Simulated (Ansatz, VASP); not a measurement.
One calculation of Al4B2Te3, two programs

```xyz
9
Lattice="6.7615 0.0000 0.0000 -3.3807 5.8556 0.0000 0.0000 0.0000 4.6073" Properties=species:S:1:pos:R:3 pbc="T T T"
Al    0.0000    3.9037    2.3037
Al    3.3807    1.9519    2.3037
Al    0.0000    3.9037    0.0000
Al    3.3807    1.9519    0.0000
B     0.0000    0.0000    2.3037
B     0.0000    0.0000    0.0000
Te    3.3807    0.0000    2.3037
Te   -1.6904    2.9278    2.3037
Te    1.6904    2.9278    2.3037
```

Alike in both runs: task relaxation of cell and atoms; functional PBE; k mesh 3 × 3 × 4; occupations gaussian, width 0.1 eV; no spin polarisation.

|  | VASP | Ansatz |
| --- | --- | --- |
| version | VASP 6.6.1 | Ansatz 0.2.0 |
| potentials or method | VASP PAW PBE potentials, release 64 (Al, B, Te), cutoff 600 eV | scalar-relativistic, plane waves, PAW |
| valence electrons in the cell | 36 | 66 |

VASP gave:

| Item | Value |
| --- | --- |
| gap on the k mesh at the Fermi level, each at its own relaxed structure (eV) | none |
| relaxed volume (Å³/atom) | 38.42 |
| relaxed cell length with the largest relative difference (Å) | 9.181 |

Q: What did Ansatz give for the same quantities?

A: gap on the k mesh at the Fermi level, each at its own relaxed structure (eV): none; relaxed volume (Å³/atom): 38.20; relaxed cell length with the largest relative difference (Å): 9.156.

A gap of «none» marks a metal or a gap that the smearing closes. VASP's potentials hold 36 valence electrons a cell and Ansatz's 66, so a difference there can come from the potentials and not from the codes.

Spin-orbit coupling is off throughout. Noted on VASP's run: the volume moved by over 15 % at a fixed basis, so the end points are rough.
